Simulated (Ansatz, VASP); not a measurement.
CdF2: VASP beside Ansatz

File POSCAR:

```
CdF2
1.0
    3.6395936047      0.0000000000      0.0000000000
   -1.8197968024      3.1519805211      0.0000000000
    0.0000000000      0.0000000000      6.7648876738
Cd F
2 4
Direct
    0.3333333333      0.6666666667      0.6165738387
    0.6666666667      0.3333333333      0.1165738387
    0.6666666667      0.3333333333      0.7567664340
    0.3333333333      0.6666666667      0.2567664340
    0.0000000000      0.0000000000      0.0016617272
    0.0000000000      0.0000000000      0.5016617272
```

File INCAR.step1:

```
SYSTEM = CdF2
ALGO = Normal
EDIFF = 1E-4
ENCUT = 520
GGA = PE
ISMEAR = -1
LASPH = .TRUE.
LCHARG = .FALSE.
LREAL = .FALSE.
LWAVE = .TRUE.
NBANDS = 35
NELM = 60
PREC = Accurate
SIGMA = 0.03
```

Contents of INCAR.step2:

```
SYSTEM = CdF2
ALGO = Normal
BPARAM = 11.95
CPARAM = 0.0093
EDIFF = 1E-6
ENCUT = 520
ISIF = 2
ISMEAR = -1
ISTART = 1
IVDW_NL = 2
LASPH = .TRUE.
LCHARG = .FALSE.
LMIXTAU = .TRUE.
LREAL = .FALSE.
LUSE_VDW = .TRUE.
LWAVE = .FALSE.
METAGGA = R2SCAN
NBANDS = 35
NELM = 60
PREC = Accurate
SIGMA = 0.03
```

KPOINTS

```
k-points
0
G
  12 12 4
  0 0 0
```

Input for Ansatz:

```yaml
crystal:
  lattice:
    - [3.6395936047, 0.0, 0.0]
    - [-1.8197968024, 3.1519805211, 0.0]
    - [0.0, 0.0, 6.7648876738]
  atoms:
    - { symbol: Cd, position: [0.3333333333, 0.6666666667, 0.6165738387] }
    - { symbol: Cd, position: [0.6666666667, 0.3333333333, 0.1165738387] }
    - { symbol: F, position: [0.6666666667, 0.3333333333, 0.756766434] }
    - { symbol: F, position: [0.3333333333, 0.6666666667, 0.256766434] }
    - { symbol: F, position: [0.0, 0.0, 0.0016617272] }
    - { symbol: F, position: [0.0, 0.0, 0.5016617272] }
kpoints:
  mp_grid: { grid: [12, 12, 4] }
  band_path:
    path:
      - [0.0, 0.0, 0.0]
      - [0.5, 0.0, 0.0]
      - [0.3333333333, 0.3333333333, 0.0]
      - [0.0, 0.0, 0.5]
      - [0.5, 0.0, 0.5]
      - [0.3333333333, 0.3333333333, 0.5]
    npoints: 1
hamiltonian:
  xc: r2scan
  dispersion: rvv10
scf:
  occupations: { method: fermi_dirac, width: 0.03 }
  n_extra_bands: 5
output:
  forces: true
  stress: true
  eigenvalues: true
  write_density: true
  write_potential: true
  elf: true
  volumetric_format: npy
```

Alike in both runs: task single point; functional r2SCAN; dispersion rVV10; k mesh 12 × 12 × 4; occupations fermi-dirac, width 0.03 eV; no spin polarisation.

|  | VASP | Ansatz |
| --- | --- | --- |
| version | VASP 6.6.1 | Ansatz 0.2.0 |
| potentials or method | VASP PAW PBE potentials, release 64 (Cd, F) | plane waves, PAW |
| plane-wave cutoff (eV) | 520 | 500 |
| valence electrons in the cell | 52 | 68 |

```tsv
	VASP	Ansatz	Ansatz less VASP
gap on the k mesh at the Fermi level (eV)	3.42	3.46	+0.046
pressure (GPa)	1.3	0.0	-1.23
traceless stress, the component that is largest in VASP (GPa)	-0.61	-0.01	+0.599
rms of the force components (eV/Å)	0.035	0.001	-0.0338
```

VASP's potentials were made for PBE, not for r2SCAN. Atom by atom the forces differ by 0.034 eV/Å (rms over components). VASP's potentials hold 52 valence electrons a cell and Ansatz's 68, so a difference there can come from the potentials and not from the codes.
